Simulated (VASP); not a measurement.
# Ca2Ge3N (P-3m1) in VASP: further runs, part 2 of 2

VASP 6.6.1. Earlier steps stand in the parts before.

### 4 Single point, PBE

This run uses another cell than the first one, of 20.52 Å³/atom.

Contents of INCAR:

```
SYSTEM = Ca2Ge3N
ALGO = Normal
EDIFF = 1E-7
ENCUT = 520
GGA = PE
ISIF = 2
ISMEAR = 0
LASPH = .True.
LCHARG = .False.
LREAL = .False.
LWAVE = .False.
NBANDS = 42
NELM = 60
PREC = Accurate
SIGMA = 0.1
```

Contents of KPOINTS:

```
k-points
0
Gamma
  12 12 4
  0 0 0
```

Contents of POSCAR:

```
Ca2Ge3N
1.0
    3.5387854876      0.0000000000      0.0000000000
   -1.7693927438      3.0646781308      0.0000000000
    0.0000000000      0.0000000000     11.3541035862
Ca Ge N
2 3 1
Direct
    0.6666666667      0.3333333333      0.8890756995
    0.3333333333      0.6666666667      0.1109243005
    0.6666666667      0.3333333333      0.3463113285
    0.3333333333      0.6666666667      0.6536886715
    0.0000000000      0.0000000000      0.5000000000
    0.0000000000      0.0000000000      0.0000000000
```

Potentials or basis: VASP PAW PBE potentials, release 64 (Ca_sv, Ge_d, N).

Launch:

```
cat potpaw_PBE.64/Ca_sv/POTCAR potpaw_PBE.64/Ge_d/POTCAR potpaw_PBE.64/N/POTCAR > POTCAR
mpirun -np 1 vasp_std > vasp.out
```

OUTCAR:

```text
SYSTEM = Ca2Ge3N
   EDIFF = 1E-7
   ENCUT = 520
   GGA = PE
   ISIF = 2
   ISMEAR = 0
   LASPH = .True.
   LREAL = .False.
   NELM = 60
   PREC = Accurate

 ion  position               nearest neighbor table
   1  0.667  0.333  0.889-   6 2.40   6 2.40   6 2.40
   2  0.333  0.667  0.111-   6 2.40   6 2.40   6 2.40
   3  0.667  0.333  0.346-   5 2.69   5 2.69   5 2.69
   4  0.333  0.667  0.654-   5 2.69   5 2.69   5 2.69
   5  0.000  0.000  0.500-   3 2.69   4 2.69   4 2.69   3 2.69   3 2.69   4 2.69
   6  0.000  0.000  0.000-   1 2.40   2 2.40   2 2.40   1 2.40   1 2.40   2 2.40

  LATTYP: Found a hexagonal cell.
 ALAT       =     3.5387854876
 C/A-ratio  =     3.2084746662

  Lattice vectors:

 A1 = (   3.5387854876,   0.0000000000,   0.0000000000)
 A2 = (  -1.7693927438,   3.0646781308,   0.0000000000)
 A3 = (   0.0000000000,   0.0000000000,  11.3541035862)

Analysis of symmetry for initial positions (statically):
=====================================================================
 Subroutine PRICEL returns:
 Original cell was already a primitive cell.

 Routine SETGRP: Setting up the symmetry group for a
 hexagonal supercell.

 Subroutine GETGRP returns: Found 12 space group operations
 (whereof 12 operations were pure point group operations)
 out of a pool of 24 trial point group operations.

The static configuration has the point symmetry D_3d.

Analysis of symmetry for dynamics (positions and initial velocities):
=====================================================================
 Subroutine PRICEL returns:
 Original cell was already a primitive cell.

 Routine SETGRP: Setting up the symmetry group for a
 hexagonal supercell.

 Subroutine GETGRP returns: Found 12 space group operations
 (whereof 12 operations were pure point group operations)
 out of a pool of 24 trial point group operations.

The dynamic configuration has the point symmetry D_3d.

 Subroutine INISYM returns: Found 12 space group operations
 (whereof 12 operations are pure point group operations),
[... 127 lines left out ...]
  Thomas-Fermi vector in A             =   2.465122
   LORBIT       =      0    0 simple, 1 ext, 2 COOP (PROOUT), +10 PAW based schemes
   GGA     = PE    functional components
   LHFCALC =     F    Hartree Fock is set to
   AEXX    =    0.0000 exact exchange contribution
   IVDW    =     0    specifies the selected vdW correction
   LEPSILON=     F    determine dielectric tensor
   LRPA    =     F    only Hartree local field effects (RPA)
 non-spin polarized calculation
 Gauss-broadening in eV      SIGMA  =   0.10
  energy-cutoff  :      520.00
  volume of cell :      123.14
 maximum number of plane-waves:      3378
 NGX is ok and might be reduce to    28
   NGX = 13   NGY = 13   NGZ = 43

 number of electron      66.9999988 magnetization

 Free energy of the ion-electron system (eV)
  ---------------------------------------------------
  ext. energy  EPLUGINS =         0.00000000
  ---------------------------------------------------
  free energy    TOTEN  =       -27.87643707 eV

  energy without entropy =      -27.86960376  energy(sigma->0) =      -27.87302042

 E-fermi :   4.0801     XC(G=0): -10.0432

 val. band max:        4.0205351725   @ k =   0.2500   0.0000   0.0000
 cond. band min:       4.1365391461   @ k =   0.0000   0.3333   0.2500
 fundamental gap:      0.1160039736
 Fermi energy:         4.0800803316

 k-point     1 :       0.0000    0.0000    0.0000
  band No.  band energies     occupation
      1     -35.2081      2.00000
      2     -35.1311      2.00000
      3     -20.3644      2.00000
      4     -20.3644      2.00000
      5     -20.2989      2.00000
      6     -20.2989      2.00000
[... 1069 lines left out ...]
     41       9.2995      0.00000
     42       9.7458      0.00000

 [... further k-points ...]

------------------------ aborting loop because EDIFF is reached ----------------------------------------

  FORCE on cell =-STRESS in cart. coord.  units (eV):
  Direction    XX          YY          ZZ          XY          YZ          ZX
  --------------------------------------------------------------------------------------
  -------------------------------------------------------------------------------------
  Total        0.1219197      0.1219197      0.1205002      0.0000000      0.0000000      0.0000000
  in kB        1.5863260      1.5863260      1.5678573      0.0000000      0.0000000      0.0000000
  external PRESSURE =       1.5801697 kB  Pullay stress =       0.0000000 kB

 VOLUME and BASIS-vectors are now :
 -----------------------------------------------------------------------------
  energy-cutoff  :      520.00
  volume of cell :      123.14
      direct lattice vectors                 reciprocal lattice vectors
     3.538785488  0.000000000  0.000000000     0.282582825  0.163149270  0.000000000
    -1.769392744  3.064678131  0.000000000     0.000000000  0.326298540  0.000000000
     0.000000000  0.000000000 11.354103586     0.000000000  0.000000000  0.088073884

 POSITION                                       TOTAL-FORCE (eV/Angst)
 -----------------------------------------------------------------------------------
      1.76939      1.02156     10.09466        -0.000000     -0.000000     -0.040598
     -0.00000      2.04312      1.25945        -0.000000      0.000000      0.040598
      1.76939      1.02156      3.93205         0.000000     -0.000000     -0.001466
     -0.00000      2.04312      7.42205        -0.000000      0.000000      0.001466
      0.00000      0.00000      5.67705        -0.000000      0.000000      0.000000
      0.00000      0.00000      0.00000        -0.000000      0.000000      0.000000
 -----------------------------------------------------------------------------------
    total drift:                                0.000000      0.000000      0.000000

  FREE ENERGIE OF THE ION-ELECTRON SYSTEM (eV)
  ---------------------------------------------------
  free  energy   TOTEN  =       -27.8764370735 eV

  energy  without entropy=      -27.8696037606  energy(sigma->0) =      -27.87302042
```

stdout:

```text
POSCAR found type information on POSCAR CaGeN
 POSCAR found :  3 types and       6 ions
 scaLAPACK will be used
 LDA part: xc-table for (Slater+PW92), standard interpolation
 POSCAR, INCAR and KPOINTS ok, starting setup
 FFT: planning ... GRIDC
 FFT: planning ... GRID_SOFT
 FFT: planning ... GRID
 WAVECAR not read
 entering main loop
```

It took 20 min on 1 thread of Intel Xeon 8259CL, shared host; peak memory 0.46 GiB.

Results:

```
Free energy            : -27.8764 eV
Pressure               : 0.2 GPa
Largest force          : 0.041 eV/Å
Band gap on the k mesh : zero (an odd number of electrons rules out a gap without spin polarisation)
```

Forces on the atoms (eV/Å):
```
Ca   0.000  0.000 -0.041
Ca   0.000  0.000  0.041
Ge   0.000  0.000 -0.001
Ge   0.000  0.000  0.001
Ge   0.000  0.000  0.000
N    0.000  0.000  0.000
```

### 5 The runs side by side

| cell | k mesh | gap on the mesh (eV) | pressure (GPa) | largest force (eV/Å) |
| --- | --- | --- | --- | --- |
| a = 3.554, b = 3.554, c = 11.290 Å, angles 90.0, 90.0, 120.0°, 6 atoms, atomic positions A | 6 × 6 × 4 | none | 0.2 | 0.04 |
| a = 4.595, b = 4.595, c = 7.256 Å, angles 90.0, 90.0, 120.0°, 6 atoms, atomic positions B | 6 × 6 × 4 | none | 1.5 | 3.02 |
| a = 3.539, b = 3.539, c = 11.354 Å, angles 90.0, 90.0, 120.0°, 6 atoms, atomic positions C | 12 × 12 × 4 | none | 0.2 | 0.04 |

Alike in all rows: task single point; level PBE; potentials or basis VASP PAW PBE potentials, release 64 (Ca_sv, Ge_d, N); no spin polarisation; cutoff (eV) 520; smearing gaussian 0.1 eV.

Caveats: forces of over 1 eV/Å act on the atoms, so gaps and moduli don't describe the material at rest (at least some runs).

Absolute energies hang on the potentials; compare differences alone.

The gap in the log of VASP goes by the Fermi energy; the results here count the filled bands.